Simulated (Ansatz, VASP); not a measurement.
# Hf in VASP and in Ansatz

```
Hf
1.0
     3.35672    0.00000    0.00000
    -1.67836    2.90700    0.00000
     0.00000    0.00000    5.31188
Hf
2
Direct
  0.33333 0.66667 0.25000
  0.66667 0.33333 0.75000
```

Alike in both runs: task single point; functional BLYP; k mesh 18 × 18 × 10; occupations fermi-dirac, width 0.1 eV; no spin polarisation.

|  | VASP | Ansatz |
| --- | --- | --- |
| version | VASP 6.6.1 | Ansatz 0.2.0 |
| potentials or method | VASP PAW PBE potentials, release 64 (Hf_pv), cutoff 520 eV | plane waves (420 eV) with PAW, scalar-relativistic |
| valence electrons in the cell | 20 | 52 |

|  | VASP | Ansatz | Ansatz less VASP |
| --- | --- | --- | --- |
| pressure (GPa) | -9.5 | -9.4 | +0.06 |
| traceless stress, the component that is largest in VASP (GPa) | -0.27 | -0.25 | +0.019 |

VASP's potentials were made for PBE, not for BLYP. VASP's potentials hold 20 valence electrons a cell and Ansatz's 52, so a difference there can come from the potentials and not from the codes.

Neither program's run includes spin-orbit coupling.
